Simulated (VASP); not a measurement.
Write the native input for VASP 6.6.1 that does the following.

| Quantity | Value |
| --- | --- |
| Task | single point |
| Functional | LDA |
| Potentials or basis | VASP PAW LDA potentials, release 64 (Sr_sv, Cl, O) |
| Cutoff | 520 eV |
| k mesh | 5 × 5 × 2, shifted |
| Occupations | methfessel-paxton, width 0.3 eV |
| Spin | no spin polarisation |
| Dipole correction | no |
| Further INCAR settings | ALGO = Normal; EDIFF = 1e-06; NBANDS = 32; ISYM = 0 |

The structure of SrClO lies in POSCAR:

```
SrClO
1.0
    4.2724200000      0.0000000000      0.0000000000
   -2.1362100000      3.7000250000      0.0000000000
    0.0000000000      0.0000000000      9.6507370000
Sr Cl O
2 2 2
Direct
    0.3333333333      0.6666666667      0.9391280000
    0.6666666667      0.3333333333      0.4391280000
    0.3333333333      0.6666666667      0.2491500000
    0.6666666667      0.3333333333      0.7491500000
    0.0000000000      0.0000000000      0.4845330000
    0.0000000000      0.0000000000      0.9845330000
```

These files were run (other wordings do the same):

INCAR

```
SYSTEM = SrClO
PREC     = Accurate       ! precision mode
ENCUT    = 520            ! plane-wave cutoff, eV
EDIFF    = 1E-6           ! SCF threshold, eV
ISMEAR   = 1              ! smearing method
SIGMA    = 0.3            ! smearing width, eV
LREAL    = .False.        ! projectors in reciprocal space
LASPH    = .True.         ! aspherical terms in the spheres
NELM     = 60             ! most SCF steps
ALGO     = Normal         ! electronic algorithm
ISIF     = 2              ! what is computed and relaxed
LWAVE    = .False.        ! write WAVECAR
LCHARG   = .False.        ! write CHGCAR
GGA      = CA             ! functional
NBANDS   = 32             ! bands
ISYM     = 0
```

KPOINTS

```
Automatic mesh
0
Gamma
  5 5 2
  0.5 0.5 0.5
```

Potentials or basis: VASP PAW LDA potentials, release 64 (Sr_sv, Cl, O).

Command:

```console
$ cat potpaw_LDA.64/Sr_sv/POTCAR potpaw_LDA.64/Cl/POTCAR potpaw_LDA.64/O/POTCAR > POTCAR
$ mpirun -np 1 vasp_std > vasp.out
```

It gave:

| Quantity | Value |
| --- | --- |
| Pressure | -5.1 GPa |
| Largest force | 0.265 eV/Å |
| Band gap on the k mesh | 0.02 eV (least direct gap 0.03 eV) |

Caveat: the cell stands under tension; the smearing spreads over this small gap; a shifted mesh leaves out Γ, where band edges can lie.

Wall time 11 min on 1 thread of Oxide Virtual Turin-like Processor (shared host), peak memory 0.39 GiB.
